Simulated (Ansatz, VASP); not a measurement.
BN in VASP and in Ansatz

File INCAR:

```
SYSTEM = BN
ALGO = Normal ; EDIFF = 1E-7
ENCUT = 520 ; GGA = PS
ISIF = 2 ; ISMEAR = 0
LASPH = .TRUE. ; LCHARG = .TRUE.
LELF = .TRUE. ; LREAL = .FALSE.
LVHAR = .TRUE. ; LWAVE = .FALSE.
NBANDS = 11 ; NELM = 80
PREC = Accurate ; SIGMA = 0.05
```

File KPOINTS:

```
k-points
0
G
  12 12 12
  0 0 0
```

The input POSCAR:

```
BN
1.0
    0.0000000000      3.4953158300      2.1660912400
    1.2516321000      0.0000000000      2.1660912400
    1.2516321000      3.4953158300      0.0000000000
B N
1 1
Direct
    0.0593963563     -0.0131329493      0.9001433925
    0.6666513400      0.6666513400      0.3333486600
```

Input for Ansatz:

```yaml
crystal:
  lattice:
    - [0.0, 3.49531583, 2.16609124]
    - [1.2516321, 0.0, 2.16609124]
    - [1.2516321, 3.49531583, 0.0]
  atoms:
    - { symbol: B, position: [0.0593963563, -0.0131329493, 0.9001433925] }
    - { symbol: "N", position: [0.66665134, 0.66665134, 0.33334866] }
basis:
  ecutwfc: 420
kpoints:
  mp_grid: { grid: [12, 12, 12] }
hamiltonian:
  xc: pbesol
scf:
  occupations: { method: gaussian, width: 0.05 }
output:
  forces: true
  stress: true
  eigenvalues: true
```

Alike in both runs: task single point; functional PBEsol; k mesh 12 × 12 × 12; occupations gaussian, width 0.05 eV; no spin polarisation.

|  | VASP | Ansatz |
| --- | --- | --- |
| version | VASP 6.6.1 | Ansatz 0.2.0 |
| potentials or method | VASP PAW PBE potentials, release 64 (B, N), cutoff 520 eV | scalar-relativistic, plane waves, PAW |
| valence electrons in the cell | 8 | 8 |

Ansatz gave:

* gap on the k mesh at the Fermi level (eV): 2.89
* least direct gap on the mesh (eV): 3.81
* pressure (GPa): 11.9
* traceless stress, the component that is largest in VASP (GPa): -21.57
* rms of the force components (eV/Å): 5.336

Question: Which values does VASP return?

Answer: gap on the k mesh at the Fermi level (eV): 2.88; least direct gap on the mesh (eV): 3.80; pressure (GPa): 12.1; traceless stress, the component that is largest in VASP (GPa): -21.71; rms of the force components (eV/Å): 5.343.

VASP's potentials were made for PBE, not for PBEsol. Atom by atom the forces differ by 0.008 eV/Å (rms over components).
